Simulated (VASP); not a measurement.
SnP5:

```xyz
6
Lattice="5.5404 0.0000 0.0000 -2.7702 4.7981 0.0000 0.0000 0.0000 4.3859" Properties=species:S:1:pos:R:3 pbc="T T T"
Sn    0.0000    0.0000    0.0000
P     2.7702    0.0000    2.1930
P     1.3851    2.3991    2.1930
P    -1.3851    2.3991    2.1930
P     0.0000    3.1987    0.0000
P     2.7702    1.5994    0.0000
```

The cell was generated, and may not be a known phase.

* Program: VASP 6.6.1
* Task: relaxation of cell and atoms
* Functional: PBE
* Potentials or basis: VASP PAW PBE potentials, release 64 (Sn_d, P)
* Cutoff: 500 eV
* k mesh: 6 × 6 × 4
* Occupations: gaussian, width 0.1 eV
* Spin: no spin polarisation

At the start: pressure -7.3 GPa; volume 19.43 Å³/atom.

Q: How do energy, volume and symmetry change on relaxing?

A: Over 5 steps the energy falls by 58.9 meV/atom and the volume is 17.27 Å³/atom (-11.1 %); space group P6/mmm (No. 191, to 0.1 Å) before and after.

Step by step:
```tsv
step	energy change (eV)	largest force (eV/Å)	pressure (GPa)	volume (Å³)
1	0.0000	0.0000	-7.35	116.59
2	-0.3434	0.0000	1.15	102.18
3	-0.3508	0.0000	-0.17	103.78
4	-0.3507	0.0000	-0.36	104.02
5	-0.3531	0.0000	-0.19	103.64
```

Final structure:
```xyz
6
Lattice="5.3523 0.0000 0.0000 -2.6761 4.6352 0.0000 0.0000 0.0000 4.1776" Properties=species:S:1:pos:R:3 pbc="T T T"
Sn    5.3523    0.0000    0.0000
P     2.6761    0.0000    2.0888
P     1.3381    2.3176    2.0888
P     4.0142    2.3176    2.0888
P     0.0000    3.0901    4.1776
P     2.6761    1.5451    0.0000
```

Caveat: an odd number of electrons without spin polarisation forces a metal; a magnetic or distorted state may lie lower.
